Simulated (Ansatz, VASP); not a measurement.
Two plane-wave programs on SnSe

The input POSCAR:

```
SnSe
1.0
    5.0747781458      0.0000000000      0.0000000000
   -2.5373890729      4.3948867929      0.0000000000
    0.0000000000      0.0000000000      6.1736757455
Sn Se
2 2
Direct
    0.3333333333      0.6666666667     -0.0391356265
    0.6666666667      0.3333333333      0.4608643735
    0.3333333333      0.6666666667      0.4141356265
    0.6666666667      0.3333333333      0.9141356265
```

INCAR.step1

```
PREC     = Accurate       # precision mode
ENCUT    = 520            # plane-wave cutoff, eV
ISMEAR   = 0              # smearing method
SIGMA    = 0.01           # smearing width, eV
LREAL    = False          # projectors in reciprocal space
LASPH    = True           # aspherical terms in the spheres
NELM     = 100            # most SCF steps
NBANDS   = 28             # bands
GGA      = PE             # functional
ALGO     = Normal         # electronic algorithm
EDIFF    = 1E-4           # SCF threshold, eV
LWAVE    = True           # write WAVECAR
LCHARG   = False          # write CHGCAR
```

File INCAR.step2:

```
PREC     = Accurate       # precision mode
ENCUT    = 520            # plane-wave cutoff, eV
EDIFF    = 1E-6           # SCF threshold, eV
ISMEAR   = 0              # smearing method
SIGMA    = 0.01           # smearing width, eV
LREAL    = False          # projectors in reciprocal space
LASPH    = True           # aspherical terms in the spheres
NELM     = 100            # most SCF steps
ALGO     = Normal         # electronic algorithm
ISIF     = 2              # what is computed and relaxed
LWAVE    = False          # write WAVECAR
LCHARG   = False          # write CHGCAR
METAGGA  = R2SCAN         # meta-GGA
LMIXTAU  = True         
NBANDS   = 28             # bands
ISTART   = 1
```

File KPOINTS:

```
Automatic mesh
0
Gamma
  6 6 4
```

Input for Ansatz:

```yaml
crystal:
  lattice:
    - [5.0747781458, 0.0, 0.0]
    - [-2.5373890729, 4.3948867929, 0.0]
    - [0.0, 0.0, 6.1736757455]
  atoms:
    - { symbol: Sn, position: [0.3333333333, 0.6666666667, -0.0391356265] }
    - { symbol: Sn, position: [0.6666666667, 0.3333333333, 0.4608643735] }
    - { symbol: Se, position: [0.3333333333, 0.6666666667, 0.4141356265] }
    - { symbol: Se, position: [0.6666666667, 0.3333333333, 0.9141356265] }
kpoints:
  mp_grid: { grid: [6, 6, 4] }
hamiltonian:
  xc: r2scan
scf:
  occupations: { method: fixed }
  n_extra_bands: 5
output:
  forces: true
  stress: true
  eigenvalues: true
```

Alike in both runs: task single point; functional r2SCAN; k mesh 6 × 6 × 4; no spin polarisation.

```csv
,VASP,Ansatz
version,VASP 6.6.1,Ansatz 0.2.0
potentials or method,"VASP PAW PBE potentials, release 64 (Sn_d, Se)","plane waves, PAW"
plane-wave cutoff (eV),520,500
occupations,"gaussian, width 0.01 eV",fixed
valence electrons in the cell,40,60
```

Ansatz gave:

```
gap on the k mesh at the Fermi level (eV) : 1.00
pressure (GPa)                            : 0.0
rms of the force components (eV/Å)        : 0.000
```

Task: Estimate VASP's values.

Result: gap on the k mesh at the Fermi level (eV): 1.00; pressure (GPa): 0.0; rms of the force components (eV/Å): 0.004.

VASP's potentials were made for PBE, not for r2SCAN. Atom by atom the forces differ by 0.004 eV/Å (rms over components). VASP's potentials hold 40 valence electrons a cell and Ansatz's 60, so a difference there can come from the potentials and not from the codes.
